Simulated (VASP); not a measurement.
Set up this calculation in VASP 6.6.1, as the native input.

```yaml
Task: single point
Functional: LDA
Potentials_or_basis: VASP PAW LDA potentials, release 64 (As_d)
Cutoff: 400 eV
k_mesh: 7 × 6 × 1
Occupations: gaussian, width 0.1 eV
Spin: no spin polarisation
Dipole_correction: yes
Further_INCAR_settings: ALGO = Normal; EDIFF = 1e-06; NBANDS = 70; NELMDL = -8
```

The structure of As lies in POSCAR:

```
As
1.0
    3.6500000000      0.0000000000      0.0000000000
    0.0000000000      4.4700000000      0.0000000000
    0.0000000000      0.0000000000     27.9200001152
As
8
Direct
    0.5000000000      0.9400000000      0.3581661876
    0.0000000000      0.5600000000      0.3581661876
    0.5000000000      0.0600000000      0.4448424073
    0.0000000000      0.4400000000      0.4448424073
    0.0000000000      0.9369686258      0.5497749066
    0.5000000000      0.5630313742      0.5497749066
    0.0000000000      0.0631888443      0.6354583148
    0.5000000000      0.4368111557      0.6354583148
```

These files were run (other wordings do the same):

INCAR

```
SYSTEM = As
PREC = Accurate
ENCUT = 400
EDIFF = 1E-6
ISMEAR = 0
SIGMA = 0.1
LREAL = .False.
LASPH = .True.
NELM = 120
ALGO = Normal
ISIF = 2
LWAVE = .False.
LCHARG = .False.
LDIPOL = .True.
IDIPOL = 3
DIPOL = 0.5 0.5 0.497
GGA = CA
NBANDS = 70
GGA_COMPAT = .False.
NELMDL = -8
```

KPOINTS

```
regular mesh
0
Gamma
  7 6 1
  0 0 0
```

Potentials or basis: VASP PAW LDA potentials, release 64 (As_d).

Launch:

```bash
$ cat potpaw_LDA.64/As_d/POTCAR > POTCAR
$ mpirun -np 1 vasp_std > vasp.out
```

Results of the run:

| Item | Value |
| --- | --- |
| Largest force | 0.229 eV/Å |

Run time: 7 min on 1 thread of Intel(R) Xeon(R) Platinum 8488C (Sapphire Rapids) (shared host), peak memory 0.4 GiB.
